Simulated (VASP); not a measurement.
# Ir in VASP: further runs

The runs below take Ir through single point, with PBE.

All numbers are computed with VASP 6.6.1; they aren't measurements. Logs are shortened: lines on timing, memory, paths and dates and some standing lists are left out, and cuts for length are marked.

**1. The cell of the first run**

The cell holds a wire with vacuum, 5 atoms: a = 13.100 Å, b = 13.200 Å, c = 2.579 Å, α = 90.00°, β = 90.00°, γ = 90.00°.

**2. Single point, PBE**

INCAR

```
SYSTEM = Ir
ALGO = Normal ; EDIFF = 1E-6
ENCUT = 520 ; GGA = PE
ISIF = 2 ; ISMEAR = 0
LASPH = .TRUE. ; LCHARG = .TRUE.
LELF = .TRUE. ; LREAL = .FALSE.
LVHAR = .TRUE. ; LWAVE = .FALSE.
NBANDS = 30 ; NELM = 60
PREC = Accurate ; SIGMA = 0.05
```

KPOINTS

```
k-points
0
G
  1 1 20
  0 0 0
```

POSCAR

```
Ir
1.0
   13.1000000000      0.0000000000      0.0000000000
    0.0000000000     13.2000000000      0.0000000000
    0.0000000000      0.0000000000      2.5792354321
Ir
5
Direct
    0.5604671866      0.6804532311      0.0000000000
    0.5637266897      0.3508143569      0.0000000000
    0.4319309989      0.4669365280      0.5000000000
    0.6103631446      0.5194465441      0.5000000000
    0.3857442440      0.6289652860      0.0000000000
```

Potentials or basis: VASP PAW PBE potentials, release 64 (Ir).

Started as:

```console
$ cat potpaw_PBE.64/Ir/POTCAR > POTCAR
$ mpirun -np 1 vasp_std > vasp.out
```

OUTCAR:

```text
SYSTEM = Ir
   EDIFF = 1E-6
   ENCUT = 520
   GGA = PE
   ISIF = 2
   ISMEAR = 0
   LASPH = .TRUE.
   LREAL = .FALSE.
   NELM = 60
   PREC = Accurate

 ion  position               nearest neighbor table
   1  0.560  0.680  0.000-   5 2.39   4 2.57   4 2.57
   2  0.564  0.351  0.000-   4 2.64   4 2.64   3 2.64   3 2.64
   3  0.432  0.467  0.500-   4 2.44   5 2.57   5 2.57   2 2.64   2 2.64
   4  0.610  0.519  0.500-   3 2.44   1 2.57   1 2.57   2 2.64   2 2.64
   5  0.386  0.629  0.000-   1 2.39   3 2.57   3 2.57

  LATTYP: Found a simple orthorhombic cell.
 ALAT       =     2.5792354321
 B/A-ratio  =     5.0790245190
 C/A-ratio  =     5.1177956986

  Lattice vectors:

 A1 = (   0.0000000000,   0.0000000000,   2.5792354321)
 A2 = (  13.1000000000,   0.0000000000,   0.0000000000)
 A3 = (   0.0000000000,  13.2000000000,   0.0000000000)

Analysis of symmetry for initial positions (statically):
=====================================================================
 Subroutine PRICEL returns:
 Original cell was already a primitive cell.

 Routine SETGRP: Setting up the symmetry group for a
 simple orthorhombic supercell.

 Subroutine GETGRP returns: Found  2 space group operations
 (whereof  2 operations were pure point group operations)
 out of a pool of  8 trial point group operations.

The static configuration has the point symmetry C_1h.

Analysis of symmetry for dynamics (positions and initial velocities):
=====================================================================
 Subroutine PRICEL returns:
 Original cell was already a primitive cell.

 Routine SETGRP: Setting up the symmetry group for a
 simple orthorhombic supercell.

 Subroutine GETGRP returns: Found  2 space group operations
 (whereof  2 operations were pure point group operations)
 out of a pool of  8 trial point group operations.

The dynamic configuration has the point symmetry C_1h.

 Subroutine INISYM returns: Found  2 space group operations
 (whereof  2 operations are pure point group operations),
 and found     1 'primitive' translations

----------------------------------------------------------------------------------------

                                     Primitive cell

  volume of cell :     446.0014

[... 78 lines left out ...]
   ENCUT  =  520.0 eV  38.22 Ry    6.18 a.u.  24.36 24.54  4.80*2*pi/ulx,y,z
   NELM   =     60;   NELMIN=  2; NELMDL= -5     # of ELM steps
   EDIFF  = 0.1E-05   stopping-criterion for ELM
   LREAL  =      F    real-space projection
   EDIFFG = 0.1E-04   stopping-criterion for IOM
   NSW    =      0    number of steps for IOM
   IBRION =     -1    ionic relax: 0-MD 1-quasi-New 2-CG
   NFREE  =      0    steps in history (QN), initial steepest desc. (CG)
   ISIF   =      2    stress and relaxation
   ISYM   =      2    0-nonsym 1-usesym 2-fastsym
   POTIM  = 0.5000    time-step for ionic-motion
   TEBEG  =    0.0;   TEEND  =   0.0 temperature during run
   PSTRESS=    0.0 pullay stress
   NELECT =      45.0000    total number of electrons
   NUPDOWN=      -1.0000    fix difference up-down
   EMIN   =  10.00;   EMAX   =-10.00  energy-range for DOS
   EFERMI =   0.00;   METHOD = LEGACY
   ISMEAR =     0;   SIGMA  =   0.05  broadening in eV -4-tet -1-fermi 0-gaus
   EFERMI_NEDOS =   21; number of points for ismear=-14 and -15
   IALGO  =     38    algorithm
   IMIX   =      4    mixing-type and parameters
     AMIX     =   0.40;   BMIX     =  1.00
     AMIX_MAG =   1.60;   BMIX_MAG =  1.00
  volume/ion in A,a.u.               =      89.20       601.95
  Fermi-wavevector in a.u.,A,eV,Ry     =   0.762138  1.440232  7.903002  0.580854
  Thomas-Fermi vector in A             =   1.861533
   LORBIT       =      0    0 simple, 1 ext, 2 COOP (PROOUT), +10 PAW based schemes
   GGA     = PE    functional components
   LHFCALC =     F    Hartree Fock is set to
   AEXX    =    0.0000 exact exchange contribution
   IVDW    =     0    specifies the selected vdW correction
   LEPSILON=     F    determine dielectric tensor
   LRPA    =     F    only Hartree local field effects (RPA)
 non-spin polarized calculation
 Gauss-broadening in eV      SIGMA  =   0.05
  energy-cutoff  :      520.00
  volume of cell :      446.00
 maximum number of plane-waves:     12062
 NGX is ok and might be reduce to    98
   NGX = 49   NGY = 49   NGZ =  9

 number of electron      44.9999997 magnetization

 Free energy of the ion-electron system (eV)
  ---------------------------------------------------
  ext. energy  EPLUGINS =         0.00000000
  ---------------------------------------------------
  free energy    TOTEN  =       -36.02579547 eV

  energy without entropy =      -36.00888627  energy(sigma->0) =      -36.01734087

 E-fermi :  -2.5386     XC(G=0):  -3.5711

 val. band max:       -2.5621684636   @ k =   0.0000   0.0000   0.0000
 cond. band min:      -2.5307478286   @ k =   0.0000   0.0000   0.3000
 fundamental gap:      0.0314206350
 Fermi energy:        -2.5385780480

 k-point     1 :       0.0000    0.0000    0.0000
  band No.  band energies     occupation
      1     -11.2263      2.00000
      2      -9.7659      2.00000
      3      -9.5181      2.00000
      4      -9.4988      2.00000
      5      -8.7268      2.00000
      6      -8.2509      2.00000
[... 352 lines left out ...]
     29       2.6321      0.00000
     30       2.8499      0.00000

------------------------ aborting loop because EDIFF is reached ----------------------------------------

  FORCE on cell =-STRESS in cart. coord.  units (eV):
  Direction    XX          YY          ZZ          XY          YZ          ZX
  --------------------------------------------------------------------------------------
  -------------------------------------------------------------------------------------
  Total        0.2510357      0.2420648      0.3147801     -0.0235912      0.0000000      0.0000000
  in kB        0.9017991      0.8695728      1.1307891     -0.0847471      0.0000000      0.0000000
  external PRESSURE =       0.9673870 kB  Pullay stress =       0.0000000 kB

 VOLUME and BASIS-vectors are now :
 -----------------------------------------------------------------------------
  energy-cutoff  :      520.00
  volume of cell :      446.00
      direct lattice vectors                 reciprocal lattice vectors
    13.100000000  0.000000000  0.000000000     0.076335878  0.000000000  0.000000000
     0.000000000 13.200000000  0.000000000     0.000000000  0.075757576  0.000000000
     0.000000000  0.000000000  2.579235432     0.000000000  0.000000000  0.387711795

 POSITION                                       TOTAL-FORCE (eV/Angst)
 -----------------------------------------------------------------------------------
      7.34212      8.98198      0.00000         0.032735      0.041152      0.000000
      7.38482      4.63075      0.00000         0.016744     -0.064175      0.000000
      5.65830      6.16356      1.28962        -0.052893     -0.021318      0.000000
      7.99576      6.85669      1.28962         0.067727      0.015215      0.000000
      5.05325      8.30234      0.00000        -0.064313      0.029126      0.000000
 -----------------------------------------------------------------------------------
    total drift:                                0.000113      0.000044     -0.000000

  FREE ENERGIE OF THE ION-ELECTRON SYSTEM (eV)
  ---------------------------------------------------
  free  energy   TOTEN  =       -36.0257954744 eV

  energy  without entropy=      -36.0088862739  energy(sigma->0) =      -36.01734087
```

OSZICAR:

```text
N       E                     dE             d eps       ncg     rms          rms(c)
DAV:   1     0.358511287738E+03    0.35851E+03   -0.15038E+04   660   0.112E+03
DAV:   2     0.150723821966E+02   -0.34344E+03   -0.30846E+03   752   0.308E+02
DAV:   3    -0.349055269351E+02   -0.49978E+02   -0.45967E+02   864   0.103E+02
[... 20 lines left out ...]
DAV:  24    -0.360257884483E+02   -0.44137E-05   -0.59719E-07   464   0.488E-03    0.194E-03
DAV:  25    -0.360257898806E+02   -0.14324E-05   -0.13923E-07   354   0.286E-03    0.101E-03
DAV:  26    -0.360257936609E+02   -0.37802E-05   -0.28801E-07   426   0.223E-03    0.574E-04
DAV:  27    -0.360257947340E+02   -0.10731E-05   -0.77673E-08   372   0.165E-03    0.642E-04
DAV:  28    -0.360257954744E+02   -0.74035E-06   -0.46747E-08   354   0.889E-04
   1 F= -.36025795E+02 E0= -.36017341E+02  d E =-.169092E-01
```

Run time: 2.9 min. Hardware: 1 thread of Intel Xeon 6975P-C (Granite Rapids), shared host; peak memory 0.48 GiB.

Results:

* Free energy: -36.0258 eV
* Largest force: 0.071 eV/Å

Forces on the atoms (eV/Å):
```
Ir   0.033  0.041  0.000
Ir   0.017 -0.064  0.000
Ir  -0.053 -0.021  0.000
Ir   0.068  0.015  0.000
Ir  -0.064  0.029  0.000
```

Levels at points of the mesh, in eV from the Fermi level:
```
           k point  band 19  band 20  band 21  band 22  band 23  band 24  band 25  band 26  band 27  band 28
(0.00, 0.00, 0.00)    -1.08    -0.97    -0.74    -0.05    -0.04    -0.02     0.09     0.32     0.84     1.18
(0.00, 0.00, 0.50)    -0.67    -0.35     0.26     0.67     0.86     0.95     1.32     2.25     3.31     4.22
```

Caveat: spin-orbit coupling is left out, which moves the levels of the heavy elements.

**3. Single point, PBE**

This run uses another cell than the first one, of 94.66 Å³/atom, 1.061 times its volume.

INCAR

```
SYSTEM = Ir
PREC = Accurate
ENCUT = 520
EDIFF = 1E-6
ISMEAR = 0
SIGMA = 0.05
LREAL = .False.
LASPH = .True.
NELM = 80
ALGO = Normal
ISIF = 2
LWAVE = .False.
LCHARG = .False.
GGA = PE
NBANDS = 30
```

KPOINTS

```
regular mesh
0
Gamma
  1 1 20
  0 0 0
```

POSCAR

```
Ir
1.0
   13.1000000000      0.0000000000      0.0000000000
    0.0000000000     13.2000000000      0.0000000000
    0.0000000000      0.0000000000      2.7369706247
Ir
5
Direct
    0.5522322638      0.6466159461      0.0000000000
    0.5522322638      0.3533840539      0.0000000000
    0.4477677362      0.5000000000      0.5000000000
    0.6566967915      0.5000000000      0.5000000000
    0.3433032085      0.6466159461      0.0000000000
```

Potentials or basis: VASP PAW PBE potentials, release 64 (Ir).

Started as:

```console
$ cat potpaw_PBE.64/Ir/POTCAR > POTCAR
$ mpirun -np 1 vasp_std > vasp.out
```

Run time: 2.7 min. Hardware: 1 thread of Intel Xeon 6975P-C (Granite Rapids), shared host; peak memory 0.49 GiB.

The run converged. Its results:

| Property | Result |
| --- | --- |
| Free energy | -34.2591 eV |
| Largest force | 2.630 eV/Å |

Forces on the atoms (eV/Å):
```
Ir  -0.481 -1.690  0.000
Ir  -0.022  2.471  0.000
Ir   0.720  0.459  0.000
Ir  -2.443  0.159  0.000
Ir   2.227 -1.399  0.000
```

Levels at points of the mesh, in eV from the Fermi level:
| k point | band 21 | band 22 | band 23 | band 24 | band 25 | band 26 |
| --- | --- | --- | --- | --- | --- | --- |
| (0.00, 0.00, 0.00) | -0.43 | -0.26 | -0.25 | 0.26 | 0.40 | 0.53 |
| (0.00, 0.00, 0.50) | -0.02 | 0.00 | 0.68 | 0.74 | 0.96 | 2.52 |

Caveat: spin-orbit coupling is left out, which moves the levels of the heavy elements.

**4. Single point, PBE**

INCAR

```
SYSTEM = Ir
ALGO = Normal ; EDIFF = 1E-6
ENCUT = 420 ; GGA = PE
GGA_COMPAT = .FALSE. ; ISIF = 2
ISMEAR = 0 ; LASPH = .TRUE.
LCHARG = .TRUE. ; LELF = .TRUE.
LREAL = .FALSE. ; LVHAR = .TRUE.
LWAVE = .FALSE. ; NBANDS = 50
NELM = 120 ; PREC = Accurate
SIGMA = 0.05
```

KPOINTS

```
k-points
0
G
  1 1 20
  0 0 0
```

POSCAR

```
Ir
1.0
   13.1000000000      0.0000000000      0.0000000000
    0.0000000000     13.2000000000      0.0000000000
    0.0000000000      0.0000000000      2.5792354321
Ir
5
Direct
    0.5604671866      0.6804532311      0.0000000000
    0.5637266897      0.3508143569      0.0000000000
    0.4319309989      0.4669365280      0.5000000000
    0.6103631446      0.5194465441      0.5000000000
    0.3857442440      0.6289652860      0.0000000000
```

Potentials or basis: VASP PAW PBE potentials, release 64 (Ir_sv_GW).

Started as:

```console
$ cat potpaw_PBE.64/Ir_sv_GW/POTCAR > POTCAR
$ mpirun -np 1 vasp_std > vasp.out
```

Run time: 6.3 min. Hardware: 1 thread of Intel Xeon Platinum 8375C at 2.90GHz (Ice Lake), shared host; peak memory 0.42 GiB.

It converged, with:

```yaml
Free_energy: -38.7606 eV
Largest_force: 0.051 eV/Å
```

Forces on the atoms (eV/Å):
```
Ir   0.025  0.023  0.000
Ir   0.006 -0.030  0.000
Ir  -0.011 -0.011  0.000
Ir   0.027  0.000  0.000
Ir  -0.048  0.018  0.000
```

Levels at points of the mesh, in eV from the Fermi level:
```csv
k point,band 39,band 40,band 41,band 42,band 43,band 44,band 45,band 46,band 47,band 48
"(0.00, 0.00, 0.00)",-1.08,-0.97,-0.74,-0.05,-0.04,-0.02,0.09,0.33,0.85,1.18
"(0.00, 0.00, 0.50)",-0.68,-0.35,0.26,0.68,0.87,0.96,1.33,2.26,3.32,4.24
```

Caveat: spin-orbit coupling is left out, which moves the levels of the heavy elements.

**5. Overview**

```tsv
potentials or basis	cell	cutoff (eV)	second run	gap on the mesh (eV)	largest force (eV/Å)
VASP PAW PBE potentials, release 64 (Ir)	a = 13.100, b = 13.200, c = 2.579 Å, 5 atoms	520	-	none	0.07
VASP PAW PBE potentials, release 64 (Ir)	a = 13.100, b = 13.200, c = 2.737 Å, 5 atoms	520	-	none	2.63
VASP PAW PBE potentials, release 64 (Ir_sv_GW)	a = 13.100, b = 13.200, c = 2.579 Å, 5 atoms	420	valence_matched	none	0.05
```

Alike in all rows: task single point; level PBE; no spin polarisation; k mesh 1 × 1 × 20; smearing gaussian 0.05 eV.

Caveats: spin-orbit coupling is left out, which moves the levels of the heavy elements.

Absolute energies hang on the potentials; compare differences alone.
